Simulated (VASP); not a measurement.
Crystal: TiN.

```
Ti N
1.0
     0.00000    2.12062    2.12062
     2.12062    0.00000    2.12062
     2.12062    2.12062    0.00000
Ti N
1 1
Direct
  0.00000 0.00000 0.00000
  0.50000 0.50000 0.50000
```

```yaml
Program: VASP 6.6.1
Task: relaxation of cell and atoms
Functional: PBEsol
Potentials_or_basis: VASP PAW PBE potentials, release 64 (Ti_sv, N)
Cutoff: 600 eV
k_mesh: 18 × 18 × 18
Occupations: gaussian, width 0.1 eV
Spin: no spin polarisation
```

At the start: pressure -7.2 GPa; volume 9.54 Å³/atom.

Problem. How do energy, volume and symmetry change on relaxing?

Solution. Over 3 steps the energy falls by 5.5 meV/atom and the volume is 9.30 Å³/atom (-2.5 %); space group Fm-3m (No. 225, to 0.1 Å) before and after.

Step by step:
| step | energy change (eV) | largest force (eV/Å) | pressure (GPa) | volume (Å³) |
| --- | --- | --- | --- | --- |
| 1 | 0.0000 | 0.0000 | -7.17 | 19.07 |
| 2 | 0.0136 | 0.0000 | 11.96 | 17.92 |
| 3 | -0.0109 | 0.0000 | -0.06 | 18.60 |

Final structure:
```xyz
2
Lattice="0.0000 2.1030 2.1030 2.1030 0.0000 2.1030 2.1030 2.1030 0.0000" Properties=species:S:1:pos:R:3 pbc="T T T"
Ti    0.0000    0.0000    0.0000
N     2.1030    2.1030    2.1030
```

Caveat: the PAW data sets were made with another functional, which shifts forces and pressure a little.
